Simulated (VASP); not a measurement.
# CdSe (F-43m) in VASP: a series of runs

Aim: see how the results for CdSe move with the level of theory and the settings. Levels: PBE, HSE06. Tasks: single point.

Program: VASP 6.6.1. These are calculated values, not measurements. Logs are shortened: lines on timing, memory, paths and dates and some standing lists are left out, and cuts for length are marked.

### 1 The cell of the first run

Symmetry: F-43m, No. 216, cubic system. The conventional cell has a = 6.136 Å, b = 6.136 Å, c = 6.136 Å, α = 90.00°, β = 90.00°, γ = 90.00°. Within 3.5 Å of Cd (site symmetry -43m) lie 4 Se at 2.66 Å. Se (site symmetry -43m) has 4 Cd at 2.66 Å within 3.5 Å.

### 2 Single point, PBE

INCAR

```
PREC = Accurate ; ENCUT = 520
EDIFF = 1E-7 ; ISMEAR = 0
SIGMA = 0.01 ; LREAL = F
LASPH = T ; NELM = 60
ALGO = Normal ; ISIF = 2
LWAVE = F ; LCHARG = F
GGA = PE ; NBANDS = 16
```

KPOINTS

```
regular mesh
0
Gamma
  6 6 6
```

POSCAR

```
CdSe
1.0
    0.0000000000      3.0678016971      3.0678016971
    3.0678016971      0.0000000000      3.0678016971
    3.0678016971      3.0678016971      0.0000000000
Cd Se
1 1
Direct
    0.0000000000      0.0000000000      0.0000000000
    0.7500000000      0.7500000000      0.7500000000
```

Potentials or basis: VASP PAW PBE potentials, release 64 (Cd, Se).

On the command line:

```bash
$ cat potpaw_PBE.64/Cd/POTCAR potpaw_PBE.64/Se/POTCAR > POTCAR
$ mpirun -np 1 vasp_std > vasp.out
```

OUTCAR:

```text
PREC = Accurate
   ENCUT = 520
   EDIFF = 1E-7
   ISMEAR = 0
   LREAL = F
   LASPH = T
   NELM = 60
   ISIF = 2
   GGA = PE

 ion  position               nearest neighbor table
   1  0.000  0.000  0.000-   2 2.66   2 2.66   2 2.66   2 2.66
   2  0.750  0.750  0.750-   1 2.66   1 2.66   1 2.66   1 2.66

  LATTYP: Found a face centered cubic cell.
 ALAT       =     6.1356033942

  Lattice vectors:

 A1 = (   0.0000000000,   3.0678016971,   3.0678016971)
 A2 = (   3.0678016971,   0.0000000000,   3.0678016971)
 A3 = (   3.0678016971,   3.0678016971,   0.0000000000)

Analysis of symmetry for initial positions (statically):
=====================================================================
 Subroutine PRICEL returns:
 Original cell was already a primitive cell.

 Routine SETGRP: Setting up the symmetry group for a
 face centered cubic supercell.

 Subroutine GETGRP returns: Found 24 space group operations
 (whereof 24 operations were pure point group operations)
 out of a pool of 48 trial point group operations.

The static configuration has the point symmetry T_d .

Analysis of symmetry for dynamics (positions and initial velocities):
=====================================================================
 Subroutine PRICEL returns:
 Original cell was already a primitive cell.

 Routine SETGRP: Setting up the symmetry group for a
 face centered cubic supercell.

 Subroutine GETGRP returns: Found 24 space group operations
 (whereof 24 operations were pure point group operations)
 out of a pool of 48 trial point group operations.

The dynamic configuration has the point symmetry T_d .

 Subroutine INISYM returns: Found 24 space group operations
 (whereof 24 operations are pure point group operations),
 and found     1 'primitive' translations

----------------------------------------------------------------------------------------

                                     Primitive cell

  volume of cell :      57.7447

  direct lattice vectors                    reciprocal lattice vectors
     0.000000000  3.067801697  3.067801697    -0.162983155  0.162983155  0.162983155
     3.067801697  0.000000000  3.067801697     0.162983155 -0.162983155  0.162983155
     3.067801697  3.067801697  0.000000000     0.162983155  0.162983155 -0.162983155

  length of vectors
     4.338526767  4.338526767  4.338526767     0.282295106  0.282295106  0.282295106

  position of ions in fractional coordinates (direct lattice)
     0.000000000  0.000000000  0.000000000
     0.750000000  0.750000000  0.750000000

  ion indices of the primitive-cell ions
   primitive index   ion index
                 1           1
                 2           2

----------------------------------------------------------------------------------------

 KPOINTS: regular mesh

Automatic generation of k-mesh.
 Grid dimensions read from file:
 generate k-points for:    6    6    6

 Generating k-lattice:

  Cartesian coordinates                     Fractional coordinates (reciprocal lattice)
    -0.027163859  0.027163859  0.027163859     0.166666667  0.000000000  0.000000000
     0.027163859 -0.027163859  0.027163859     0.000000000  0.166666667  0.000000000
     0.027163859  0.027163859 -0.027163859     0.000000000  0.000000000  0.166666667

  Length of vectors
     0.047049184  0.047049184  0.047049184

  Shift w.r.t. Gamma in fractional coordinates (k-lattice)
     0.000000000  0.000000000  0.000000000

 Subroutine IBZKPT returns following result:
 ===========================================

 Found     16 irreducible k-points:

 Following reciprocal coordinates:
            Coordinates               Weight
  0.000000  0.000000  0.000000      1.000000
  0.166667  0.000000  0.000000      8.000000
  0.333333  0.000000  0.000000      8.000000
  0.500000  0.000000  0.000000      4.000000
  0.166667  0.166667  0.000000      6.000000
  0.333333  0.166667  0.000000     24.000000
[... 8 lines left out ...]
 -0.333333  0.333333  0.166667     24.000000
 -0.333333  0.500000  0.166667     12.000000
   k-points           NKPTS =     16   k-points in BZ     NKDIM =     16   number of bands    NBANDS=     16
   number of dos      NEDOS =    301   number of ions     NIONS =      2
   total plane-waves  NPLWV =  32768
   dimension x,y,z NGX =    32 NGY =   32 NGZ =   32
   dimension x,y,z NGXF=    64 NGYF=   64 NGZF=   64
   ions per type =               1   1
   NGX,Y,Z   is equivalent  to a cutoff of  12.26, 12.26, 12.26 a.u.
   NGXF,Y,Z  is equivalent  to a cutoff of  24.52, 24.52, 24.52 a.u.
 SYSTEM =  unknown system
   PREC   = accura    normal or accurate (medium, high low for compatibility)
   ISTART =      0    job   : 0-new  1-cont  2-samecut
   ICHARG =      2    charge: 1-file 2-atom 10-const
   ISPIN  =      1    spin polarized calculation?
   LNONCOLLINEAR =      F non collinear calculations
   LSORBIT =      F    spin-orbit coupling
   LASPH  =      T    aspherical Exc in radial PAW
   ENCUT  =  520.0 eV  38.22 Ry    6.18 a.u.   8.07  8.07  8.07*2*pi/ulx,y,z
   NELM   =     60;   NELMIN=  2; NELMDL= -5     # of ELM steps
   EDIFF  = 0.1E-06   stopping-criterion for ELM
   LREAL  =      F    real-space projection
   EDIFFG = 0.1E-05   stopping-criterion for IOM
   NSW    =      0    number of steps for IOM
   IBRION =     -1    ionic relax: 0-MD 1-quasi-New 2-CG
   NFREE  =      0    steps in history (QN), initial steepest desc. (CG)
   ISIF   =      2    stress and relaxation
   ISYM   =      2    0-nonsym 1-usesym 2-fastsym
   POTIM  = 0.5000    time-step for ionic-motion
   TEBEG  =    0.0;   TEEND  =   0.0 temperature during run
   PSTRESS=    0.0 pullay stress
   NELECT =      18.0000    total number of electrons
   NUPDOWN=      -1.0000    fix difference up-down
   EMIN   =  10.00;   EMAX   =-10.00  energy-range for DOS
   EFERMI =   0.00;   METHOD = LEGACY
   ISMEAR =     0;   SIGMA  =   0.01  broadening in eV -4-tet -1-fermi 0-gaus
   EFERMI_NEDOS =   21; number of points for ismear=-14 and -15
   IALGO  =     38    algorithm
   IMIX   =      4    mixing-type and parameters
     AMIX     =   0.40;   BMIX     =  1.00
     AMIX_MAG =   1.60;   BMIX_MAG =  1.00
  volume/ion in A,a.u.               =      28.87       194.84
  Fermi-wavevector in a.u.,A,eV,Ry     =   1.110014  2.097622 16.764156  1.232131
  Thomas-Fermi vector in A             =   2.246560
   LORBIT       =      0    0 simple, 1 ext, 2 COOP (PROOUT), +10 PAW based schemes
   GGA     = PE    functional components
   LHFCALC =     F    Hartree Fock is set to
   AEXX    =    0.0000 exact exchange contribution
   IVDW    =     0    specifies the selected vdW correction
   LEPSILON=     F    determine dielectric tensor
   LRPA    =     F    only Hartree local field effects (RPA)
 non-spin polarized calculation
 Gauss-broadening in eV      SIGMA  =   0.01
  energy-cutoff  :      520.00
  volume of cell :       57.74
 maximum number of plane-waves:      1588
   NGX = 17   NGY = 17   NGZ = 17

 number of electron      18.0000008 magnetization

 Free energy of the ion-electron system (eV)
  ---------------------------------------------------
  ext. energy  EPLUGINS =         0.00000000
  ---------------------------------------------------
  free energy    TOTEN  =        -5.48511417 eV

  energy without entropy =       -5.48511417  energy(sigma->0) =       -5.48511417

 E-fermi :   0.7917     XC(G=0):  -8.7654

 val. band max:        0.7408567023   @ k =   0.0000   0.0000   0.0000
 cond. band min:       1.2938542029   @ k =   0.0000   0.0000   0.0000
 fundamental gap:      0.5529975006
 Fermi energy:         0.7917332399

 k-point     1 :       0.0000    0.0000    0.0000
  band No.  band energies     occupation
      1     -11.7085      2.00000
      2      -7.1122      2.00000
      3      -7.1122      2.00000
      4      -7.1122      2.00000
      5      -6.7655      2.00000
      6      -6.7655      2.00000
[... 8 lines left out ...]
     15      11.7787      0.00000
     16      11.7787      0.00000

 k-point     2 :       0.1667    0.0000    0.0000
  band No.  band energies     occupation
      1     -11.6221      2.00000
      2      -7.0854      2.00000
      3      -7.0854      2.00000
      4      -7.0270      2.00000
      5      -6.7662      2.00000
      6      -6.7662      2.00000
[... 8 lines left out ...]
     15      10.8358      0.00000
     16      11.2031      0.00000

 k-point     3 :       0.3333    0.0000    0.0000
  band No.  band energies     occupation
      1     -11.4468      2.00000
      2      -7.0408      2.00000
      3      -7.0408      2.00000
      4      -6.7562      2.00000
      5      -6.7562      2.00000
      6      -6.7434      2.00000
[... 8 lines left out ...]
     15      11.2512      0.00000
     16      11.2512      0.00000

 k-point     4 :       0.5000    0.0000    0.0000
  band No.  band energies     occupation
      1     -11.3584      2.00000
      2      -7.0247      2.00000
      3      -7.0247      2.00000
      4      -6.7436      2.00000
      5      -6.7436      2.00000
      6      -6.4896      2.00000
[... 8 lines left out ...]
     15      12.7987      0.00000
     16      12.7987      0.00000

 k-point     5 :       0.1667    0.1667    0.0000
  band No.  band energies     occupation
      1     -11.5936      2.00000
      2      -7.0577      2.00000
      3      -7.0577      2.00000
      4      -7.0378      2.00000
      5      -6.7810      2.00000
      6      -6.7520      2.00000
[... 8 lines left out ...]
     15      12.0157      0.00000
     16      12.3294      0.00000

 k-point     6 :       0.3333    0.1667    0.0000
  band No.  band energies     occupation
      1     -11.4485      2.00000
      2      -7.0259      2.00000
      3      -7.0056      2.00000
      4      -6.8663      2.00000
      5      -6.7401      2.00000
      6      -6.7393      2.00000
[... 8 lines left out ...]
     15      12.1785      0.00000
     16      12.4974      0.00000

 k-point     7 :       0.5000    0.1667    0.0000
  band No.  band energies     occupation
      1     -11.3318      2.00000
      2      -7.0064      2.00000
      3      -6.9848      2.00000
      4      -6.7853      2.00000
      5      -6.7395      2.00000
      6      -6.4725      2.00000
[... 8 lines left out ...]
     15      12.5198      0.00000
     16      12.9006      0.00000

 k-point     8 :      -0.3333    0.1667    0.0000
  band No.  band energies     occupation
      1     -11.3608      2.00000
      2      -7.0071      2.00000
      3      -7.0039      2.00000
      4      -6.7664      2.00000
      5      -6.7655      2.00000
      6      -6.5504      2.00000
[... 8 lines left out ...]
     15      11.6832      0.00000
     16      12.7984      0.00000

 k-point     9 :      -0.1667    0.1667    0.0000
  band No.  band energies     occupation
      1     -11.5062      2.00000
      2      -7.0542      2.00000
      3      -7.0356      2.00000
      4      -6.8938      2.00000
      5      -6.7784      2.00000
      6      -6.7418      2.00000
[... 8 lines left out ...]
     15      11.3222      0.00000
     16      12.6561      0.00000

 k-point    10 :       0.3333    0.3333    0.0000
  band No.  band energies     occupation
      1     -11.3628      2.00000
      2      -6.9373      2.00000
      3      -6.9373      2.00000
      4      -6.9195      2.00000
      5      -6.7248      2.00000
      6      -6.6658      2.00000
[... 8 lines left out ...]
     15      12.6390      0.00000
     16      14.7470      0.00000

 k-point    11 :       0.5000    0.3333    0.0000
  band No.  band energies     occupation
      1     -11.2767      2.00000
      2      -6.9512      2.00000
      3      -6.9061      2.00000
      4      -6.8570      2.00000
      5      -6.7249      2.00000
      6      -6.4425      2.00000
[... 8 lines left out ...]
     15      13.1770      0.00000
     16      13.7950      0.00000

 k-point    12 :      -0.3333    0.3333    0.0000
  band No.  band energies     occupation
      1     -11.2766      2.00000
      2      -6.9758      2.00000
      3      -6.9349      2.00000
      4      -6.7997      2.00000
      5      -6.7524      2.00000
      6      -6.3650      2.00000
[... 8 lines left out ...]
     15      11.4936      0.00000
     16      14.7219      0.00000

 k-point    13 :       0.5000    0.5000    0.0000
  band No.  band energies     occupation
      1     -11.2482      2.00000
      2      -6.9301      2.00000
      3      -6.8702      2.00000
      4      -6.8702      2.00000
      5      -6.7112      2.00000
      6      -6.4279      2.00000
[... 8 lines left out ...]
     15      13.0977      0.00000
     16      14.0126      0.00000

 k-point    14 :       0.5000    0.3333    0.1667
  band No.  band energies     occupation
      1     -11.3335      2.00000
      2      -6.9762      2.00000
      3      -6.9680      2.00000
      4      -6.8266      2.00000
      5      -6.7408      2.00000
      6      -6.5380      2.00000
[... 8 lines left out ...]
     15      12.7658      0.00000
     16      13.7180      0.00000

 k-point    15 :      -0.3333    0.3333    0.1667
  band No.  band energies     occupation
      1     -11.2766      2.00000
      2      -6.9694      2.00000
      3      -6.9440      2.00000
      4      -6.7942      2.00000
      5      -6.7548      2.00000
      6      -6.3644      2.00000
[... 8 lines left out ...]
     15      12.5518      0.00000
     16      13.6362      0.00000

 k-point    16 :      -0.3333    0.5000    0.1667
  band No.  band energies     occupation
      1     -11.2488      2.00000
      2      -6.9363      2.00000
      3      -6.9205      2.00000
      4      -6.8233      2.00000
      5      -6.7396      2.00000
      6      -6.3405      2.00000
[... 8 lines left out ...]
     15      13.4759      0.00000
     16      13.5867      0.00000

------------------------ aborting loop because EDIFF is reached ----------------------------------------

  FORCE on cell =-STRESS in cart. coord.  units (eV):
  Direction    XX          YY          ZZ          XY          YZ          ZX
  --------------------------------------------------------------------------------------
  -------------------------------------------------------------------------------------
  Total        0.6133651      0.6133651      0.6133651     -0.0000000      0.0000000     -0.0000000
  in kB       17.0183635     17.0183635     17.0183635     -0.0000000      0.0000000     -0.0000000
  external PRESSURE =      17.0183635 kB  Pullay stress =       0.0000000 kB

 VOLUME and BASIS-vectors are now :
 -----------------------------------------------------------------------------
  energy-cutoff  :      520.00
  volume of cell :       57.74
      direct lattice vectors                 reciprocal lattice vectors
     0.000000000  3.067801697  3.067801697    -0.162983155  0.162983155  0.162983155
     3.067801697  0.000000000  3.067801697     0.162983155 -0.162983155  0.162983155
     3.067801697  3.067801697  0.000000000     0.162983155  0.162983155 -0.162983155

 POSITION                                       TOTAL-FORCE (eV/Angst)
 -----------------------------------------------------------------------------------
      0.00000      0.00000      0.00000         0.000000      0.000000     -0.000000
      4.60170      4.60170      4.60170        -0.000000     -0.000000      0.000000
 -----------------------------------------------------------------------------------
    total drift:                                0.000000      0.000000      0.000000

  FREE ENERGIE OF THE ION-ELECTRON SYSTEM (eV)
  ---------------------------------------------------
  free  energy   TOTEN  =        -5.4851141737 eV

  energy  without entropy=       -5.4851141737  energy(sigma->0) =       -5.48511417
```

It took 20 s on 1 thread of Intel Xeon 6975P-C, shared host; peak memory 0.18 GiB.

Results:

```
Free energy            : -5.4851 eV
Pressure               : 1.7 GPa
Band gap on the k mesh : 0.55 eV, direct
```

### 3 Single point, HSE06

POSCAR is that of step 2.

INCAR.step1

```
PREC = Accurate
ENCUT = 520
EDIFF = 1E-5
ISMEAR = 0
SIGMA = 0.01
LREAL = False
LASPH = True
NELM = 100
ALGO = Normal
ISIF = 2
LWAVE = True
LCHARG = False
GGA = PE
NBANDS = 16
```

INCAR.step2

```
PREC = Accurate
ENCUT = 520
EDIFF = 1E-6
ISMEAR = 0
SIGMA = 0.01
LREAL = False
LASPH = True
NELM = 100
ALGO = Normal
ISIF = 2
LWAVE = False
LCHARG = False
GGA = PE
LHFCALC = True
HFSCREEN = 0.2079
PRECFOCK = Normal
ISTART = 1
NBANDS = 16
```

KPOINTS

```
Automatic mesh
0
Gamma
  4 4 4
```

Potentials or basis: VASP PAW PBE potentials, release 64 (Cd, Se).

On the command line:

```bash
$ cat potpaw_PBE.64/Cd/POTCAR potpaw_PBE.64/Se/POTCAR > POTCAR
$ cp INCAR.step1 INCAR
$ mpirun -np 1 vasp_std > vasp.out
$ cp INCAR.step2 INCAR
$ mpirun -np 1 vasp_std > vasp.out
```

OUTCAR:

```text
PREC = Accurate
   ENCUT = 520
   EDIFF = 1E-6
   ISMEAR = 0
   LREAL = False
   LASPH = True
   NELM = 100
   ISIF = 2
   GGA = PE
   LHFCALC = True
   HFSCREEN = 0.2079
   PRECFOCK = Normal
   ISTART = 1

 ion  position               nearest neighbor table
   1  0.000  0.000  0.000-   2 2.66   2 2.66   2 2.66   2 2.66
   2  0.750  0.750  0.750-   1 2.66   1 2.66   1 2.66   1 2.66

  LATTYP: Found a face centered cubic cell.
 ALAT       =     6.1356033942

  Lattice vectors:
[... 328 lines left out ...]

------------------------ aborting loop because EDIFF is reached ----------------------------------------

  FORCE on cell =-STRESS in cart. coord.  units (eV):
  Direction    XX          YY          ZZ          XY          YZ          ZX
  --------------------------------------------------------------------------------------
  -------------------------------------------------------------------------------------
  Total        0.1911142      0.1911142      0.1911142      0.0000000     -0.0000000     -0.0000000
  in kB        5.3026332      5.3026332      5.3026332      0.0000000     -0.0000000     -0.0000000
  external PRESSURE =       5.3026332 kB  Pullay stress =       0.0000000 kB

 VOLUME and BASIS-vectors are now :
 -----------------------------------------------------------------------------
  energy-cutoff  :      520.00
  volume of cell :       57.74
      direct lattice vectors                 reciprocal lattice vectors
     0.000000000  3.067801697  3.067801697    -0.162983155  0.162983155  0.162983155
     3.067801697  0.000000000  3.067801697     0.162983155 -0.162983155  0.162983155
     3.067801697  3.067801697  0.000000000     0.162983155  0.162983155 -0.162983155

 POSITION                                       TOTAL-FORCE (eV/Angst)
 -----------------------------------------------------------------------------------
      0.00000      0.00000      0.00000         0.000000      0.000000      0.000000
      4.60170      4.60170      4.60170        -0.000000     -0.000000     -0.000000
 -----------------------------------------------------------------------------------
    total drift:                               -0.000066     -0.000075     -0.000042

  FREE ENERGIE OF THE ION-ELECTRON SYSTEM (eV)
  ---------------------------------------------------
  free  energy   TOTEN  =        -6.8133349725 eV

  energy  without entropy=       -6.8133349725  energy(sigma->0) =       -6.81333497
```

Wall time 16 min (1 thread of Intel Xeon 6975P-C, shared host); peak memory 0.3 GiB.

What came out:

| Item | Value |
| --- | --- |
| Free energy | -6.8133 eV |
| Pressure | 0.5 GPa |
| Band gap on the k mesh | 1.50 eV, direct |

Caveat: the k points lie up to 0.44 Å⁻¹ apart; the PAW data sets were made with another functional, which shifts forces and pressure a little.
